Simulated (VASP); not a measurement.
A run of VASP 6.6.1 is set up as follows.

INCAR

```
PREC     = Accurate       # precision mode
ENCUT    = 820            # plane-wave cutoff, eV
EDIFF    = 1E-6           # SCF threshold, eV
ISMEAR   = -1             # smearing method
SIGMA    = 0.05           # smearing width, eV
LREAL    = False          # projectors in reciprocal space
LASPH    = True           # aspherical terms in the spheres
NELM     = 120            # most SCF steps
ALGO     = Normal         # electronic algorithm
ISIF     = 2              # what is computed and relaxed
LWAVE    = False          # write WAVECAR
LCHARG   = False          # write CHGCAR
GGA      = RE             # functional
NBANDS   = 33             # bands
GGA_COMPAT= False
```

The input KPOINTS:

```
regular mesh
0
Gamma
  10 10 5
```

File POSCAR:

```
CuO
1.0
    2.3418500000     -1.7113000000      0.0000000000
    2.3418500000      1.7113000000      0.0000000000
   -0.8500274268      0.0000000000      5.0578693947
Cu O
2 2
Direct
    0.5000000000      0.0000000000      0.5000000000
    0.0000000000      0.5000000000      0.0000000000
    0.4184000000      0.5816000000      0.7500000000
    0.5816000000      0.4184000000      0.2500000000
```

Potentials or basis: VASP PAW PBE potentials, release 64 (Cu_sv_GW, O).

Launch:

```bash
$ cat potpaw_PBE.64/Cu_sv_GW/POTCAR potpaw_PBE.64/O/POTCAR > POTCAR
$ mpirun -np 1 vasp_std > vasp.out
```

**Question.** What does it give for the largest force?

**Answer.** 0.206 eV/Å.

**Question.** Estimate the pressure.

**Answer.** 9.0 GPa.

**Question.** Estimate the band gap on the k mesh.

**Answer.** Zero (bands 25 and 26 overlap by 0.60 eV).

Forces on the atoms (eV/Å):
```
Cu   0.000  0.000  0.000
Cu   0.000  0.000  0.000
O    0.000 -0.206  0.000
O    0.000  0.206  0.000
```

Caveat: the cell stands under pressure; the PAW data sets were made with another functional, which shifts forces and pressure a little; semilocal functionals often make such compounds metallic where correlation or magnetic order opens a gap, which also shifts bond lengths. With open d or f shells a metallic result of revPBE can be an artefact of self-interaction; +U or a hybrid may open a gap.
